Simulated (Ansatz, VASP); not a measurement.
**V: VASP beside Ansatz**

```
V
1.0
    -1.49030    1.49030    1.53570
     1.49030   -1.49030    1.53570
     1.49030    1.49030   -1.53570
V
1
Direct
  0.00000 0.00000 0.00000
```

Change from the starting cell: strain -0.015 along x and y, +0.015 along z, atoms carried along.

Alike in both runs: task single point; functional PBEsol; k mesh 22 × 22 × 22; occupations gaussian, width 0.15 eV; no spin polarisation.

|  | VASP | Ansatz |
| --- | --- | --- |
| version | VASP 6.6.1 | Ansatz 0.2.0 |
| potentials or method | VASP PAW PBE potentials, release 64 (V_sv), cutoff 520 eV | scalar-relativistic, plane waves, PAW |
| valence electrons in the cell | 13 | 13 |

|  | VASP | Ansatz | Ansatz less VASP |
| --- | --- | --- | --- |
| gap on the k mesh at the Fermi level (eV) | none | none | - |
| pressure (GPa) | -8.9 | -9.2 | -0.21 |
| traceless stress, the component that is largest in VASP (GPa) | -2.41 | -2.41 | -0.006 |

VASP's potentials were made for PBE, not for PBEsol. A gap of «none» marks a metal or a gap that the smearing closes.
